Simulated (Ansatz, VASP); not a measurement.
Two plane-wave programs on C

```
CELL_PARAMETERS angstrom
-0.02592 1.78981 1.78981
1.78981 -0.02592 1.78981
1.78981 1.78981 -0.02592
ATOMIC_POSITIONS crystal
C 0.99993 0.99993 0.99993
C 0.25007 0.25007 0.25007
```

Change from the starting cell: epitaxial_111 strain +2.0%.

Alike in both runs: task single point; functional r2SCAN; k mesh 12 × 12 × 12; no spin polarisation.

|  | VASP | Ansatz |
| --- | --- | --- |
| version | VASP 6.6.1 | Ansatz 0.2.0 |
| potentials or method | VASP PAW PBE potentials, release 64 (C) | plane waves, PAW |
| plane-wave cutoff (eV) | 520 | 500 |
| occupations | gaussian, width 0.01 eV | fixed |
| valence electrons in the cell | 8 | 8 |

|  | VASP | Ansatz | Ansatz less VASP |
| --- | --- | --- | --- |
| gap on the k mesh at the Fermi level (eV) | 4.26 | 4.28 | +0.027 |
| pressure (GPa) | -14.6 | -15.6 | -0.97 |
| traceless stress, the component that is largest in VASP (GPa) | 7.86 | 7.81 | -0.052 |
| rms of the force components (eV/Å) | 0.005 | 0.000 | -0.0052 |

VASP's potentials were made for PBE, not for r2SCAN. Atom by atom the forces differ by 0.005 eV/Å (rms over components).
